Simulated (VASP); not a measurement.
# Si3C (Pmmm) in VASP: a series of runs, part 2 of 2

VASP 6.6.1. Earlier steps stand in the parts before.

## (4) Single point, PBE

This run uses another cell than the first one: it holds 4 atoms, not 8.

Contents of INCAR:

```
SYSTEM = Si3C
  ALGO = Normal
  EDIFF = 1E-6
  ENCUT = 520
  GGA = PE
  ISIF = 2
  ISMEAR = 0
  LASPH = .TRUE.
  LCHARG = .FALSE.
  LREAL = .FALSE.
  LWAVE = .FALSE.
  NBANDS = 16
  NELM = 100
  PREC = Accurate
  SIGMA = 0.1
```

Contents of KPOINTS:

```
k-points
0
G
  18 16 8
  0 0 0
```

Contents of POSCAR:

```
Si3C
1.0
    2.4961914276      0.0000000000      0.0000000000
    0.0000000000      2.8539657136      0.0000000000
    0.0000000000      0.0000000000      7.2274929454
Si C
3 1
Direct
    0.0000000000      0.5000000000      0.1849921962
    0.0000000000      0.0000000000      0.5000000000
    0.0000000000      0.5000000000      0.8150078038
    0.0000000000      0.0000000000      0.0000000000
```

Potentials or basis: VASP PAW PBE potentials, release 64 (Si, C).

Started as:

```bash
cat potpaw_PBE.64/Si/POTCAR potpaw_PBE.64/C/POTCAR > POTCAR
mpirun -np 1 vasp_std > vasp.out
```

OUTCAR:

```text
SYSTEM = Si3C
   EDIFF = 1E-6
   ENCUT = 520
   GGA = PE
   ISIF = 2
   ISMEAR = 0
   LASPH = .TRUE.
   LREAL = .FALSE.
   NELM = 100
   PREC = Accurate

 ion  position               nearest neighbor table
   1  0.000  0.500  0.185-   4 1.96   4 1.96   3 2.67   2 2.69   2 2.69
   2  0.000  0.000  0.500-   1 2.69   3 2.69   1 2.69   3 2.69
   3  0.000  0.500  0.815-   4 1.96   4 1.96   1 2.67   2 2.69   2 2.69
   4  0.000  0.000  0.000-   1 1.96   3 1.96   1 1.96   3 1.96

  LATTYP: Found a simple orthorhombic cell.
 ALAT       =     2.4961914276
 B/A-ratio  =     1.1433280645
 C/A-ratio  =     2.8954081268

  Lattice vectors:

 A1 = (   2.4961914276,   0.0000000000,   0.0000000000)
 A2 = (   0.0000000000,   2.8539657136,   0.0000000000)
 A3 = (   0.0000000000,   0.0000000000,   7.2274929454)

Analysis of symmetry for initial positions (statically):
=====================================================================
 Subroutine PRICEL returns:
 Original cell was already a primitive cell.

 Routine SETGRP: Setting up the symmetry group for a
 simple orthorhombic supercell.

 Subroutine GETGRP returns: Found  8 space group operations
 (whereof  8 operations were pure point group operations)
 out of a pool of  8 trial point group operations.

The static configuration has the point symmetry D_2h.

Analysis of symmetry for dynamics (positions and initial velocities):
=====================================================================
 Subroutine PRICEL returns:
 Original cell was already a primitive cell.

 Routine SETGRP: Setting up the symmetry group for a
 simple orthorhombic supercell.

 Subroutine GETGRP returns: Found  8 space group operations
 (whereof  8 operations were pure point group operations)
 out of a pool of  8 trial point group operations.

The dynamic configuration has the point symmetry D_2h.

 Subroutine INISYM returns: Found  8 space group operations
 (whereof  8 operations are pure point group operations),
 and found     1 'primitive' translations

----------------------------------------------------------------------------------------

                                     Primitive cell

  volume of cell :      51.4890

  direct lattice vectors                    reciprocal lattice vectors
     2.496191428  0.000000000  0.000000000     0.400610301  0.000000000  0.000000000
     0.000000000  2.853965714  0.000000000     0.000000000  0.350389633  0.000000000
     0.000000000  0.000000000  7.227492945     0.000000000  0.000000000  0.138360564

  length of vectors
     2.496191428  2.853965714  7.227492945     0.400610301  0.350389633  0.138360564

  position of ions in fractional coordinates (direct lattice)
     0.000000000  0.500000000  0.184992196
     0.000000000  0.000000000  0.500000000
     0.000000000  0.500000000  0.815007804
     0.000000000  0.000000000  0.000000000

  ion indices of the primitive-cell ions
   primitive index   ion index
                 1           1
                 2           2
                 3           3
                 4           4

----------------------------------------------------------------------------------------
[... 26 lines left out ...]
            Coordinates               Weight
  0.000000  0.000000  0.000000      1.000000
  0.055556  0.000000  0.000000      2.000000
  0.111111  0.000000  0.000000      2.000000
  0.166667  0.000000  0.000000      2.000000
  0.222222  0.000000  0.000000      2.000000
  0.277778  0.000000  0.000000      2.000000
[... 16 lines left out ...]
  0.111111  0.125000  0.000000      4.000000
  0.166667  0.125000  0.000000      4.000000
 [... further k-points ...]
   k-points           NKPTS =    450   k-points in BZ     NKDIM =    450   number of bands    NBANDS=     16
   number of dos      NEDOS =    301   number of ions     NIONS =      4
   total plane-waves  NPLWV =  25920
   dimension x,y,z NGX =    20 NGY =   24 NGZ =   54
   dimension x,y,z NGXF=    40 NGYF=   48 NGZF=  108
   ions per type =               3   1
   NGX,Y,Z   is equivalent  to a cutoff of  13.32, 13.98, 12.42 a.u.
   NGXF,Y,Z  is equivalent  to a cutoff of  26.64, 27.96, 24.84 a.u.
 SYSTEM =  Si3C
   PREC   = accura    normal or accurate (medium, high low for compatibility)
   ISTART =      0    job   : 0-new  1-cont  2-samecut
   ICHARG =      2    charge: 1-file 2-atom 10-const
   ISPIN  =      1    spin polarized calculation?
   LNONCOLLINEAR =      F non collinear calculations
   LSORBIT =      F    spin-orbit coupling
   LASPH  =      T    aspherical Exc in radial PAW
   ENCUT  =  520.0 eV  38.22 Ry    6.18 a.u.   4.64  5.31 13.44*2*pi/ulx,y,z
   NELM   =    100;   NELMIN=  2; NELMDL= -5     # of ELM steps
   EDIFF  = 0.1E-05   stopping-criterion for ELM
   LREAL  =      F    real-space projection
   EDIFFG = 0.1E-04   stopping-criterion for IOM
   NSW    =      0    number of steps for IOM
   IBRION =     -1    ionic relax: 0-MD 1-quasi-New 2-CG
   NFREE  =      0    steps in history (QN), initial steepest desc. (CG)
   ISIF   =      2    stress and relaxation
   ISYM   =      2    0-nonsym 1-usesym 2-fastsym
   POTIM  = 0.5000    time-step for ionic-motion
   TEBEG  =    0.0;   TEEND  =   0.0 temperature during run
   PSTRESS=    0.0 pullay stress
   NELECT =      16.0000    total number of electrons
   NUPDOWN=      -1.0000    fix difference up-down
   EMIN   =  10.00;   EMAX   =-10.00  energy-range for DOS
   EFERMI =   0.00;   METHOD = LEGACY
   ISMEAR =     0;   SIGMA  =   0.10  broadening in eV -4-tet -1-fermi 0-gaus
   EFERMI_NEDOS =   21; number of points for ismear=-14 and -15
   IALGO  =     38    algorithm
   IMIX   =      4    mixing-type and parameters
     AMIX     =   0.40;   BMIX     =  1.00
     AMIX_MAG =   1.60;   BMIX_MAG =  1.00
  volume/ion in A,a.u.               =      12.87        86.87
  Fermi-wavevector in a.u.,A,eV,Ry     =   1.108860  2.095442 16.729322  1.229571
  Thomas-Fermi vector in A             =   2.245392
   LORBIT       =      0    0 simple, 1 ext, 2 COOP (PROOUT), +10 PAW based schemes
   GGA     = PE    functional components
   LHFCALC =     F    Hartree Fock is set to
   AEXX    =    0.0000 exact exchange contribution
   IVDW    =     0    specifies the selected vdW correction
   LEPSILON=     F    determine dielectric tensor
   LRPA    =     F    only Hartree local field effects (RPA)
 non-spin polarized calculation
 Gauss-broadening in eV      SIGMA  =   0.10
  energy-cutoff  :      520.00
  volume of cell :       51.49
 maximum number of plane-waves:      1418
 NGX is ok and might be reduce to    20

 number of electron      16.0000001 magnetization

 Free energy of the ion-electron system (eV)
  ---------------------------------------------------
  ext. energy  EPLUGINS =         0.00000000
  ---------------------------------------------------
  free energy    TOTEN  =       -22.81475872 eV

  energy without entropy =      -22.80921983  energy(sigma->0) =      -22.81198927

 E-fermi :   9.0256     XC(G=0): -11.1593

 val. band max:        9.0180165849   @ k =   0.3889   0.3750   0.0000
 cond. band min:       9.0266216557   @ k =   0.3889   0.3750   0.1250
 fundamental gap:      0.0086050707
 Fermi energy:         9.0256486618

 k-point     1 :       0.0000    0.0000    0.0000
  band No.  band energies     occupation
      1      -6.9936      2.00000
      2      -2.6471      2.00000
      3      -2.4964      2.00000
      4       4.4445      2.00000
      5       5.0041      2.00000
      6       6.1462      2.00000
[... 433 lines left out ...]
      3      -1.6332      2.00000
      4       4.6855      2.00000
      5       5.1194      2.00000
      6       5.9008      2.00000
[... 8 lines left out ...]
     15      18.0576      0.00000
     16      18.2919      0.00000

 [... further k-points ...]

------------------------ aborting loop because EDIFF is reached ----------------------------------------

  FORCE on cell =-STRESS in cart. coord.  units (eV):
  Direction    XX          YY          ZZ          XY          YZ          ZX
  --------------------------------------------------------------------------------------
  -------------------------------------------------------------------------------------
  Total       -0.0260723      0.0191509     -0.0258846     -0.0000000      0.0000000      0.0000000
  in kB       -0.8112882      0.5959165     -0.8054476     -0.0000000      0.0000000      0.0000000
  external PRESSURE =      -0.3402731 kB  Pullay stress =       0.0000000 kB

 VOLUME and BASIS-vectors are now :
 -----------------------------------------------------------------------------
  energy-cutoff  :      520.00
  volume of cell :       51.49
      direct lattice vectors                 reciprocal lattice vectors
     2.496191428  0.000000000  0.000000000     0.400610301  0.000000000  0.000000000
     0.000000000  2.853965714  0.000000000     0.000000000  0.350389633  0.000000000
     0.000000000  0.000000000  7.227492945     0.000000000  0.000000000  0.138360564

 POSITION                                       TOTAL-FORCE (eV/Angst)
 -----------------------------------------------------------------------------------
      0.00000      1.42698      1.33703         0.000000      0.000000     -0.006545
      0.00000      0.00000      3.61375         0.000000      0.000000      0.000000
      0.00000      1.42698      5.89046         0.000000      0.000000      0.006545
      0.00000      0.00000      0.00000         0.000000      0.000000      0.000000
 -----------------------------------------------------------------------------------
    total drift:                               -0.000000     -0.000000     -0.000000

  FREE ENERGIE OF THE ION-ELECTRON SYSTEM (eV)
  ---------------------------------------------------
  free  energy   TOTEN  =       -22.8147587195 eV

  energy  without entropy=      -22.8092198283  energy(sigma->0) =      -22.81198927
```

stdout:

```text
POSCAR found type information on POSCAR SiC
 POSCAR found :  2 types and       4 ions
 scaLAPACK will be used
 LDA part: xc-table for (Slater+PW92), standard interpolation
 POSCAR, INCAR and KPOINTS ok, starting setup
 FFT: planning ... GRIDC
 FFT: planning ... GRID_SOFT
 FFT: planning ... GRID
 WAVECAR not read
 entering main loop
```

Wall time 2.5 min (1 thread of AMD EPYC 9R45 (Zen 5), shared host); peak memory 0.38 GiB.

Results:

| Property | Result |
| --- | --- |
| Free energy | -22.8148 eV |
| Pressure | 0.0 GPa |
| Largest force | 0.007 eV/Å |
| Band gap on the k mesh | zero (bands 8 and 9 overlap by 4.80 eV) |

Forces on the atoms (eV/Å):
```
Si   0.000  0.000 -0.007
Si   0.000  0.000  0.000
Si   0.000  0.000  0.007
C    0.000  0.000  0.000
```

Levels at points of the mesh, in eV from the Fermi level:
| k point | band 6 | band 7 | band 8 | band 9 | band 10 | band 11 |
| --- | --- | --- | --- | --- | --- | --- |
| (0.00, 0.00, 0.00) | -2.88 | 1.98 | 2.55 | 3.16 | 4.06 | 4.70 |
| (0.50, 0.00, 0.00) | -4.32 | -1.65 | -1.42 | 1.21 | 1.42 | 4.75 |
| (0.00, 0.50, 0.00) | -6.67 | -1.37 | -0.23 | 0.84 | 1.24 | 3.14 |
| (0.50, 0.50, 0.00) | -2.83 | -2.83 | -2.31 | -1.78 | -1.58 | 1.63 |
| (0.00, 0.00, 0.50) | -0.34 | 1.00 | 1.98 | 3.42 | 3.89 | 5.49 |
| (0.50, 0.00, 0.50) | -3.98 | -2.25 | -1.41 | -0.87 | 3.90 | 6.26 |
| (0.00, 0.50, 0.50) | -4.25 | -3.55 | -3.49 | 3.14 | 3.98 | 5.45 |
| (0.50, 0.50, 0.50) | -3.39 | -2.53 | -2.12 | -1.84 | 0.03 | 0.07 |

## (5) Overview

| spin | cell | k mesh | smearing | gap on the mesh (eV) | pressure (GPa) | largest force (eV/Å) |
| --- | --- | --- | --- | --- | --- | --- |
| off | a = 2.854, b = 4.992, c = 7.227 Å, 8 atoms, atomic positions A | 8 × 4 × 4 | gaussian 0.2 eV | none | 0.2 | 0.03 |
| collinear | a = 2.591, b = 2.855, c = 7.024 Å, 4 atoms, atomic positions B | 6 × 6 × 4 | gaussian 0.1 eV | none | 0.0 | 0.02 |
| off | a = 2.496, b = 2.854, c = 7.227 Å, 4 atoms, atomic positions C | 18 × 16 × 8 | gaussian 0.1 eV | none | 0.0 | 0.01 |

Alike in all rows: task single point; level PBE; potentials or basis VASP PAW PBE potentials, release 64 (Si, C); cutoff (eV) 520.

Caveats: some runs use coarse meshes.

Absolute energies hang on the potentials; compare differences alone.
